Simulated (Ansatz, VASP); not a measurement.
# LiF: VASP beside Ansatz

```
Li F
1.0
     3.10944    0.00000    0.00000
    -1.55472    2.69285    0.00000
     0.00000    0.00000    4.95396
Li F
2 2
Direct
  0.33333 0.66667 0.41167
  0.66667 0.33333 0.91167
  0.33333 0.66667 0.99393
  0.66667 0.33333 0.49393
```

Alike in both runs: task single point; functional PBE; k mesh 9 × 9 × 6; occupations gaussian, width 0.05 eV; no spin polarisation.

```csv
,VASP,Ansatz
version,VASP 6.6.1,Ansatz 0.2.0
potentials or method,"VASP PAW PBE potentials, release 64 (Li_sv, F), cutoff 520 eV","scalar-relativistic, plane waves, PAW"
valence electrons in the cell,20,20
```

Ansatz gave:

* gap on the k mesh at the Fermi level (eV): 7.47
* least direct gap on the mesh (eV): 7.47
* rms of the force components (eV/Å): 0.150

Question: Which values does VASP return?

Answer: gap on the k mesh at the Fermi level (eV): 7.46; least direct gap on the mesh (eV): 7.46; rms of the force components (eV/Å): 0.157.

Atom by atom the forces differ by 0.007 eV/Å (rms over components). The functional is the same, so the differences come from potentials, cutoffs and numerics.

Noted on VASP's run: the cutoff is short for stress, so the pressure is rough.
